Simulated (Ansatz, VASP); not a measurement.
## Two plane-wave programs on HfC

Contents of INCAR:

```
PREC = Accurate
ENCUT = 600
EDIFF = 1E-6
ISMEAR = 0
SIGMA = 0.1
LREAL = False
LASPH = True
NELM = 120
ALGO = Normal
ISIF = 2
LWAVE = False
LCHARG = False
GGA = PS
NBANDS = 14
GGA_COMPAT = False
```

Contents of KPOINTS:

```
regular mesh
0
Gamma
  6 6 6
```

POSCAR

```
HfC
1.0
    0.0000000000      2.3035754734      2.3035754734
    2.3035754734      0.0000000000      2.3035754734
    2.3035754734      2.3035754734      0.0000000000
Hf C
1 1
Direct
    0.0000000000      0.0000000000      0.0000000000
    0.5000000000      0.5000000000      0.5000000000
```

Input for Ansatz:

```yaml
crystal:
  lattice:
    - [0.0, 2.3035754734, 2.3035754734]
    - [2.3035754734, 0.0, 2.3035754734]
    - [2.3035754734, 2.3035754734, 0.0]
  atoms:
    - { symbol: Hf, position: [0.0, 0.0, 0.0] }
    - { symbol: C, position: [0.5, 0.5, 0.5] }
basis:
  ecutwfc: 420
kpoints:
  mp_grid: { grid: [6, 6, 6] }
hamiltonian:
  xc: pbesol
  pseudopotentials: { kind: paw, azcp: { folder: soft_1 } }
scf:
  occupations: { method: gaussian, width: 0.1 }
output:
  forces: true
  stress: true
  eigenvalues: true
```

Alike in both runs: task single point; functional PBEsol; k mesh 6 × 6 × 6; occupations gaussian, width 0.1 eV; no spin polarisation.

|  | VASP | Ansatz |
| --- | --- | --- |
| version | VASP 6.6.1 | Ansatz 0.2.0 |
| potentials or method | VASP PAW PBE potentials, release 64 (Hf_pv, C), cutoff 600 eV | scalar-relativistic, plane waves, PAW |
| valence electrons in the cell | 14 | 30 |

|  | VASP | Ansatz | Ansatz less VASP |
| --- | --- | --- | --- |
| gap on the k mesh at the Fermi level (eV) | none | none | - |
| pressure (GPa) | -0.4 | 0.1 | +0.44 |

VASP's potentials were made for PBE, not for PBEsol, and Ansatz warns of the same on its side. A gap of «none» marks a metal or a gap that the smearing closes. VASP's potentials hold 14 valence electrons a cell and Ansatz's 30, so a difference there can come from the potentials and not from the codes.

The k mesh is coarse, so the values compare programs but aren't converged. Neither program's run includes spin-orbit coupling.
